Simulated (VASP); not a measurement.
Zn7S8 (a cell with a defect), 15 atoms in the cell. The cell holds a defect, 15 atoms: a = 7.575 Å, b = 7.575 Å, c = 7.575 Å, α = 60.00°, β = 60.00°, γ = 60.00°. 

```yaml
Program: VASP 6.6.1
Task: single point
Functional: PBEsol
Potentials_or_basis: VASP PAW PBE potentials, release 64 (Zn, S)
Cutoff: 520 eV
k_mesh: 2 × 2 × 2
Occupations: gaussian, width 0.02 eV
Spin: no spin polarisation
Dipole_correction: no
Charge: -2
Further_INCAR_settings: LREAL = Auto; ALGO = Normal; EDIFF = 1e-07; NBANDS = 79; NELECT = 134.0
```

Potentials or basis: VASP PAW PBE potentials, release 64 (Zn, S).

Run with:

```console
$ cat potpaw_PBE.64/Zn/POTCAR potpaw_PBE.64/S/POTCAR > POTCAR
$ mpirun -np 1 vasp_std > vasp.out
```

Hardware: 1 thread of AMD EPYC 9R45 (Zen 5), with other jobs on the host.

How long does it take, and how much memory?

It took 76 s on 1 thread of AMD EPYC 9R45 (Zen 5), with other jobs on the host, peak memory 0.38 GiB. Counts: scf iterations 18, k points 3.
